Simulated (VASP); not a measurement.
# ZnS: single point with PBE

Crystal: ZnS.

```
Zn S
1.0
     0.00000    2.63992    2.68074
     2.63992    0.00000    2.68074
     2.63992    2.63992    0.00000
Zn S
1 1
Direct
  0.00000 0.00000 0.00000
  0.75000 0.75000 0.75000
```

This cell differs from its parent crystal: strain -0.030 along x and y, -0.015 along z.

- Program: VASP 6.6.1
- Task: single point
- Functional: PBE
- Potentials or basis: VASP PAW PBE potentials, release 64 (Zn, S)
- Cutoff: 520 eV
- k mesh: 8 × 8 × 8
- Occupations: gaussian, width 0.05 eV
- Spin: no spin polarisation
- Dipole correction: no
- Further INCAR settings: ALGO = Normal; EDIFF = 1e-06; NBANDS = 16

| Property | Result |
| --- | --- |
| Pressure | 6.4 GPa |
| Band gap on the k mesh | 2.34 eV, direct |

Stress tensor (GPa, compression positive):
```
6.61 0.00 0.00
0.00 6.61 0.00
0.00 0.00 6.01
```

Levels at points of the mesh, in eV from the valence-band top:
```
           k point  band 7  band 8  band 9  band 10  band 11  band 12
(0.00, 0.00, 0.00)   -0.06    0.00    0.00     2.34     6.33     6.34
(0.50, 0.00, 0.00)   -5.66   -1.01   -0.92     3.39     6.81     6.94
(0.50, 0.50, 0.00)   -4.85   -2.39   -2.39     3.32     4.14    11.24
(0.50, 0.00, 0.50)   -4.76   -2.49   -2.45     3.23     3.99    11.42
```

Run time: 14 s on 1 thread of Intel(R) Xeon(R) 6975P-C (Granite Rapids), on a shared host, peak memory 0.17 GiB.

Caveat: the cell differs from its parent crystal (strain -0.030 along x and y, -0.015 along z).
